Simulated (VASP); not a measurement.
# BeTe (F-43m) in VASP: notebook, part 2 of 2

VASP 6.6.1.

## 5. Relaxation of cell and atoms, r2SCAN, target pressure -2 GPa, at which the enthalpy is minimised

This run uses another cell than the first one, of 22.63 Å³/atom, 1.032 times its volume.

POSCAR

```
BeTe
1.0
    2.8284062986      2.8284062986      0.0000000000
   -2.8284062986      2.8284062986      0.0000000000
    0.0000000000      2.8284062986      2.8284062986
Be Te
1 1
Direct
    0.0000000000      0.0000000000      0.0000000000
    0.7500000000      0.2500000000      0.5000000000
```

INCAR.step1

```
ALGO = Normal
EDIFF = 1E-4
ENCUT = 600
GGA = PE
ISMEAR = 0
LASPH = T
LCHARG = F
LREAL = F
LWAVE = T
NELM = 80
PREC = Accurate
SIGMA = 0.01
```

INCAR.step2

```
ALGO = Normal
EDIFF = 1E-6
EDIFFG = -0.002
ENCUT = 600
IBRION = 2
ISIF = 3
ISMEAR = 0
ISTART = 1
LASPH = T
LCHARG = F
LMIXTAU = T
LREAL = F
LWAVE = F
METAGGA = R2SCAN
NELM = 80
NSW = 100
PREC = Accurate
PSTRESS = -20.0
SIGMA = 0.01
```

KPOINTS

```
k-points
0
Gamma
  8 8 8
```

Potentials or basis: VASP PAW PBE potentials, release 64 (Be, Te).

Run with:

```
cat potpaw_PBE.64/Be/POTCAR potpaw_PBE.64/Te/POTCAR > POTCAR
cp INCAR.step1 INCAR
mpirun -np 1 vasp_std > vasp.out
cp INCAR.step2 INCAR
mpirun -np 1 vasp_std > vasp.out
```

OUTCAR:

```text
EDIFF = 1E-6
   EDIFFG = -0.002
   ENCUT = 600
   IBRION = 2
   ISIF = 3
   ISMEAR = 0
   ISTART = 1
   LASPH = T
   LREAL = F
   METAGGA = R2SCAN
   NELM = 80
   NSW = 100
   PREC = Accurate
   PSTRESS = -20.0

 ion  position               nearest neighbor table
   1  0.000  0.000  0.000-   2 2.45   2 2.45   2 2.45   2 2.45
   2  0.750  0.250  0.500-   1 2.45   1 2.45   1 2.45   1 2.45

  LATTYP: Found a face centered cubic cell.
 ALAT       =     5.6568125972

  Lattice vectors:

 A1 = (   0.0000000000,   2.8284062986,   2.8284062986)
 A2 = (   2.8284062986,   0.0000000000,   2.8284062986)
 A3 = (   2.8284062986,   2.8284062986,   0.0000000000)

Analysis of symmetry for initial positions (statically):
=====================================================================
 Subroutine PRICEL returns:
 Original cell was already a primitive cell.

 Routine SETGRP: Setting up the symmetry group for a
 face centered cubic supercell.

[... 168 lines left out ...]

------------------------ aborting loop because EDIFF is reached ----------------------------------------

  FORCE on cell =-STRESS in cart. coord.  units (eV):
  Direction    XX          YY          ZZ          XY          YZ          ZX
  --------------------------------------------------------------------------------------
  -------------------------------------------------------------------------------------
  Total        0.0488386      0.0488386      0.0488386      0.0000000      0.0000000      0.0000000
  in kB        1.7290943      1.7290943      1.7290943      0.0000000      0.0000000      0.0000000
  external PRESSURE =      21.7290943 kB  Pullay stress =     -20.0000000 kB
[... 63 lines left out ...]
--------------------------------------- Ionic step        3  -------------------------------------------

 number of electron       8.0000000 magnetization

 Free energy of the ion-electron system (eV)
  ---------------------------------------------------
  ext. energy  EPLUGINS =         0.00000000
  ---------------------------------------------------
  free energy    TOTEN  =       -30.67483257 eV

  energy without entropy =      -30.67483257  energy(sigma->0) =      -30.67483257

 E-fermi :   4.4438     XC(G=0):  -9.2626

 val. band max:        4.3623393562   @ k =   0.0000   0.0000   0.0000
 cond. band min:       6.8209682069   @ k =   0.5000   0.5000   0.0000
 fundamental gap:      2.4586288507
 Fermi energy:         4.4438022046

 k-point     1 :       0.0000    0.0000    0.0000
  band No.  band energies     occupation
      1      -8.0760      2.00000
      2       4.3623      2.00000
      3       4.3623      2.00000
      4       4.3623      2.00000
      5       8.4273      0.00000
      6       8.4273      0.00000
      7       8.4273      0.00000
      8       8.4692      0.00000
[... 243 lines left out ...]
 k-point    24 :       0.5000    0.2500    0.1250
  band No.  band energies     occupation
      1      -6.5306      2.00000
      2      -0.6605      2.00000
      3       1.5600      2.00000
      4       2.5470      2.00000
      5       9.0062      0.00000
      6       9.1456      0.00000
      7      11.4659      0.00000
      8      12.6134      0.00000

 [... further k-points ...]
[... 5 lines left out ...]
  --------------------------------------------------------------------------------------
  -------------------------------------------------------------------------------------
  Total       -0.5879281     -0.5879281     -0.5879281      0.0000000      0.0000000      0.0000000
  in kB      -20.0205555    -20.0205555    -20.0205555      0.0000000      0.0000000      0.0000000
  external PRESSURE =      -0.0205555 kB  Pullay stress =     -20.0000000 kB
[... 21 lines left out ...]
  energy  without entropy=      -30.6748325655  energy(sigma->0) =      -30.67483257

  enthalpy is  TOTEN    =       -31.2621570562 eV   P V=       -0.5873244907

 reached required accuracy - stopping structural energy minimisation
```

Run time: 73 s. Hardware: 1 thread of Intel Xeon Platinum 8559C (Emerald Rapids), shared host; peak memory 0.2 GiB.

What came out:

| Item | Value |
| --- | --- |
| Free energy | -30.6748 eV |
| Relaxed volume | 23.52 Å³/atom |
| Relaxed cell | a = 4.052 Å, b = 4.052 Å, c = 4.052 Å, α = 60.00°, β = 60.00°, γ = 90.00° |
| Space group after relaxing (to 0.05 Å) | F-43m (No. 216) |
| Energy change on relaxing (the enthalpy is what falls) | +5.3 meV/atom |
| Ionic steps | 3 |
| Pressure after relaxing | -2.0 GPa |
| Band gap on the k mesh | 2.46 eV, indirect (least direct gap 4.07 eV) |

The path:
| step | energy change (eV) | largest force (eV/Å) | pressure (GPa) | volume (Å³) |
| --- | --- | --- | --- | --- |
| 1 | 0.0000 | 0.0000 | 0.17 | 45.25 |
| 2 | 0.0138 | 0.0000 | -2.26 | 47.29 |
| 3 | 0.0106 | 0.0000 | -2.00 | 47.05 |

Final structure:
```xyz
2
Lattice="2.8653 2.8653 0.0000 -2.8653 2.8653 0.0000 0.0000 2.8653 2.8653" Properties=species:S:1:pos:R:3 pbc="T T T"
Be    0.0000    0.0000    0.0000
Te    1.4327    4.2980    1.4327
```

Levels at points of the mesh, in eV from the valence-band top:
```tsv
k point	band 1	band 2	band 3	band 4	band 5	band 6	band 7	band 8
(0.00, 0.00, 0.00)	-12.44	0.00	0.00	0.00	4.07	4.07	4.07	4.11
(0.50, 0.00, 0.00)	-11.13	-5.43	-1.08	-1.08	3.41	5.04	5.04	8.47
(0.50, 0.50, 0.00)	-10.65	-5.06	-2.55	-2.55	2.46	3.06	10.23	10.23
```

Caveat: the cell is relaxed towards a set pressure, so the enthalpy falls and the energy may rise; the PAW data sets were made with another functional, which shifts forces and pressure a little; spin-orbit coupling is left out, which moves the levels of the heavy elements.

## 6. Relaxation of cell and atoms, r2SCAN, target pressure 2 GPa, at which the enthalpy is minimised

This run uses another cell than the first one, of 22.63 Å³/atom, 1.032 times its volume.

POSCAR is that of step 5.

INCAR.step1

```
PREC = Accurate
ENCUT = 600
ISMEAR = 0
SIGMA = 0.01
LREAL = False
LASPH = True
NELM = 60
GGA = PE
ALGO = Normal
EDIFF = 1E-4
LWAVE = True
LCHARG = False
```

INCAR.step2

```
PREC = Accurate
ENCUT = 600
EDIFF = 1E-6
ISMEAR = 0
SIGMA = 0.01
LREAL = False
LASPH = True
NELM = 60
ALGO = Normal
ISIF = 3
LWAVE = False
LCHARG = False
METAGGA = R2SCAN
LMIXTAU = True
IBRION = 2
NSW = 100
EDIFFG = -0.002
PSTRESS = 20.0
ISTART = 1
```

KPOINTS

```
regular mesh
0
Gamma
  8 8 8
```

Potentials or basis: VASP PAW PBE potentials, release 64 (Be, Te).

Run with:

```
cat potpaw_PBE.64/Be/POTCAR potpaw_PBE.64/Te/POTCAR > POTCAR
cp INCAR.step1 INCAR
mpirun -np 1 vasp_std > vasp.out
cp INCAR.step2 INCAR
mpirun -np 1 vasp_std > vasp.out
```

Wall time 65 s (1 thread of Intel Xeon Platinum 8559C (Emerald Rapids), shared host); peak memory 0.19 GiB.

The run converged. Its results:

```
Free energy                                            : -30.6769 eV
Relaxed volume                                         : 21.99 Å³/atom
Relaxed cell                                           : a = 3.962 Å, b = 3.962 Å, c = 3.962 Å, α = 60.00°, β = 60.00°, γ = 90.00°
Space group after relaxing (to 0.05 Å)                 : F-43m (No. 216)
Energy change on relaxing (the enthalpy is what falls) : +4.2 meV/atom
Ionic steps                                            : 3
Pressure after relaxing                                : 2.0 GPa
Band gap on the k mesh                                 : 2.30 eV, indirect (least direct gap 4.00 eV)
```

The path:
```tsv
step	energy change (eV)	largest force (eV/Å)	pressure (GPa)	volume (Å³)
1	0.0000	0.0000	0.17	45.25
2	0.0143	0.0000	2.63	43.58
3	0.0085	0.0000	2.01	43.99
```

Final structure:
```yaml
crystal:
  lattice:
    - [2.80175, 2.80175, 0.00000]
    - [-2.80175, 2.80175, 0.00000]
    - [0.00000, 2.80175, 2.80175]
  atoms:
    - { symbol: Be, position: [0.00000, 0.00000, 0.00000] }
    - { symbol: Te, position: [0.75000, 0.25000, 0.50000] }
```

Levels at points of the mesh, in eV from the valence-band top:
```
           k point  band 1  band 2  band 3  band 4  band 5  band 6  band 7  band 8
(0.00, 0.00, 0.00)  -12.89    0.00    0.00    0.00    4.00    4.00    4.00    4.63
(0.50, 0.00, 0.00)  -11.41   -5.87   -1.20   -1.20    3.59    5.00    5.00    8.47
(0.50, 0.50, 0.00)  -10.86   -5.43   -2.81   -2.81    2.30    2.97   10.67   10.67
```

Caveat: the cell is relaxed towards a set pressure, so the enthalpy falls and the energy may rise; the PAW data sets were made with another functional, which shifts forces and pressure a little; spin-orbit coupling is left out, which moves the levels of the heavy elements. A k mesh can miss the band edges.

## 7. Relaxation of cell and atoms, r2SCAN, target pressure 4 GPa, at which the enthalpy is minimised

This run uses another cell than the first one, of 22.63 Å³/atom, 1.032 times its volume.

POSCAR is that of step 6.

INCAR.step1

```
SYSTEM = BeTe
ALGO = Normal
EDIFF = 1E-4
ENCUT = 600
GGA = PE
ISMEAR = 0
LASPH = .True.
LCHARG = .False.
LREAL = .False.
LWAVE = .True.
NELM = 80
PREC = Accurate
SIGMA = 0.01
```

INCAR.step2

```
SYSTEM = BeTe
ALGO = Normal
EDIFF = 1E-6
EDIFFG = -0.002
ENCUT = 600
IBRION = 2
ISIF = 3
ISMEAR = 0
ISTART = 1
LASPH = .True.
LCHARG = .False.
LMIXTAU = .True.
LREAL = .False.
LWAVE = .False.
METAGGA = R2SCAN
NELM = 80
NSW = 100
PREC = Accurate
PSTRESS = 40.0
SIGMA = 0.01
```

KPOINTS

```
k-points
0
Gamma
  8 8 8
  0 0 0
```

Run with:

```
cat potpaw_PBE.64/Be/POTCAR potpaw_PBE.64/Te/POTCAR > POTCAR
cp INCAR.step1 INCAR
mpirun -np 1 vasp_std > vasp.out
cp INCAR.step2 INCAR
mpirun -np 1 vasp_std > vasp.out
```

Run time: 73 s. Hardware: 1 thread of Intel Xeon Platinum 8559C (Emerald Rapids), shared host; peak memory 0.19 GiB.

It converged, with:

| Quantity | Value |
| --- | --- |
| Free energy | -30.6542 eV |
| Relaxed volume | 21.38 Å³/atom |
| Relaxed cell | a = 3.925 Å, b = 3.925 Å, c = 3.925 Å, α = 60.00°, β = 60.00°, γ = 90.00° |
| Space group after relaxing (to 0.05 Å) | F-43m (No. 216) |
| Energy change on relaxing (the enthalpy is what falls) | +15.6 meV/atom |
| Ionic steps | 3 |
| Pressure after relaxing | 4.0 GPa |
| Band gap on the k mesh | 2.22 eV, indirect (least direct gap 3.97 eV) |

The path:
```
step  energy change (eV)  largest force (eV/Å)  pressure (GPa)  volume (Å³)
   1              0.0000                0.0000            0.17        45.25
   2              0.0603                0.0000            5.77        41.81
   3              0.0312                0.0000            4.00        42.76
```

Final structure:
```
CELL_PARAMETERS angstrom
2.77553 2.77553 0.00000
-2.77553 2.77553 0.00000
0.00000 2.77553 2.77553
ATOMIC_POSITIONS crystal
Be 0.00000 0.00000 0.00000
Te 0.75000 0.25000 0.50000
```

Levels at points of the mesh, in eV from the valence-band top:
| k point | band 1 | band 2 | band 3 | band 4 | band 5 | band 6 | band 7 | band 8 |
| --- | --- | --- | --- | --- | --- | --- | --- | --- |
| (0.00, 0.00, 0.00) | -13.10 | 0.00 | 0.00 | 0.00 | 3.97 | 3.97 | 3.97 | 4.86 |
| (0.50, 0.00, 0.00) | -11.54 | -6.06 | -1.25 | -1.25 | 3.67 | 4.98 | 4.98 | 8.46 |
| (0.50, 0.50, 0.00) | -10.96 | -5.59 | -2.92 | -2.92 | 2.22 | 2.92 | 10.85 | 10.85 |

Caveat: the cell is relaxed towards a set pressure, so the enthalpy falls and the energy may rise; the PAW data sets were made with another functional, which shifts forces and pressure a little; spin-orbit coupling is left out, which moves the levels of the heavy elements. A k mesh can miss the band edges.

## 8. Overview

```csv
task,cell,cutoff (eV),gap on the mesh (eV),pressure (GPa)
single point,"a = 3.958 Å, angles 60.0, 60.0, 90.0°, 2 atoms",520,2.29,2.2
single point,"a = 4.050 Å, angles 60.0, 60.0, 90.0°, 2 atoms",520,2.46,-1.9
relaxation of cell and atoms,"relaxed to -2 GPa from a = 4.000 Å, angles 60.0, 60.0, 90.0°, 2 atoms",600,2.46,-2.0
relaxation of cell and atoms,"relaxed to 2 GPa from a = 4.000 Å, angles 60.0, 60.0, 90.0°, 2 atoms",600,2.30,2.0
relaxation of cell and atoms,"relaxed to 4 GPa from a = 4.000 Å, angles 60.0, 60.0, 90.0°, 2 atoms",600,2.22,4.0
```

Alike in all rows: level r2SCAN; potentials or basis VASP PAW PBE potentials, release 64 (Be, Te); no spin polarisation; k mesh 8 × 8 × 8; smearing gaussian 0.01 eV.

Caveats: the PAW data sets were made with another functional, which shifts forces and pressure a little; spin-orbit coupling is left out, which moves the levels of the heavy elements; the cell is relaxed towards a set pressure, so the enthalpy falls and the energy may rise (some runs).

Absolute energies hang on the potentials; compare differences alone.
